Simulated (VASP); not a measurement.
Write the native input for VASP 6.6.1 that does the following.

- Task: electric field gradients
- Functional: PBE
- Potentials or basis: VASP PAW PBE potentials, release 64 (Sn_d, O)
- Cutoff: 520 eV
- k mesh: 8 × 8 × 6
- Occupations: fermi-dirac, width 0.01 eV
- Spin: no spin polarisation
- Dipole correction: no
- Further INCAR settings: ALGO = Normal; EDIFF = 1e-08; NBANDS = 28

The structure of SnO lies in POSCAR:

```
SnO
1.0
    3.8400200000      0.0000000000      0.0000000000
    0.0000000000      3.8400200000      0.0000000000
    0.0000000000      0.0000000000      4.8360000000
Sn O
2 2
Direct
    0.0000000000      0.5000000000      0.2385000000
    0.5000000000      0.0000000000      0.7615000000
    0.0000000000      0.0000000000      0.0000000000
    0.5000000000      0.5000000000      0.0000000000
```

This cell differs from its parent crystal: equal xx and yy strain of +1 %.

The input as run:

INCAR

```
SYSTEM = SnO
PREC     = Accurate       ! precision mode
ENCUT    = 520            ! plane-wave cutoff, eV
EDIFF    = 1E-8           ! SCF threshold, eV
ISMEAR   = -1             ! smearing method
SIGMA    = 0.01           ! smearing width, eV
LREAL    = .False.        ! projectors in reciprocal space
LASPH    = .True.         ! aspherical terms in the spheres
NELM     = 100            ! most SCF steps
ALGO     = Normal         ! electronic algorithm
ISIF     = 2              ! what is computed and relaxed
LWAVE    = .False.        ! write WAVECAR
LCHARG   = .False.        ! write CHGCAR
GGA      = PE             ! functional
LEFG     = .True.       
NBANDS   = 28             ! bands
```

KPOINTS

```
Automatic mesh
0
Gamma
  8 8 6
  0 0 0
```

Potentials or basis: VASP PAW PBE potentials, release 64 (Sn_d, O).

Run with:

```bash
$ cat potpaw_PBE.64/Sn_d/POTCAR potpaw_PBE.64/O/POTCAR > POTCAR
$ mpirun -np 1 vasp_std > vasp.out
```

Results of the run:

```json
{
 "Pressure": "2.3 GPa",
 "Largest force": "0.197 eV/Å",
 "Band gap on the k mesh": "0.15 eV (least direct gap 1.97 eV)",
 "Largest electric field gradient by atom": "Sn -160.3; O -0.6 V/Å²"
}
```

Caveat: the cell differs from its parent crystal (equal xx and yy strain of +1 %); semilocal functionals underestimate gaps, and a narrow one can read as zero; without QUAD_EFG the Cq values of the log hold for a quadrupole moment of 1 mb, not for the nuclei; spin-orbit coupling is left out, which moves the levels of the heavy elements.

It took 3.2 min on 1 thread of Intel Xeon 8259CL, with other jobs on the host, peak memory 0.24 GiB.
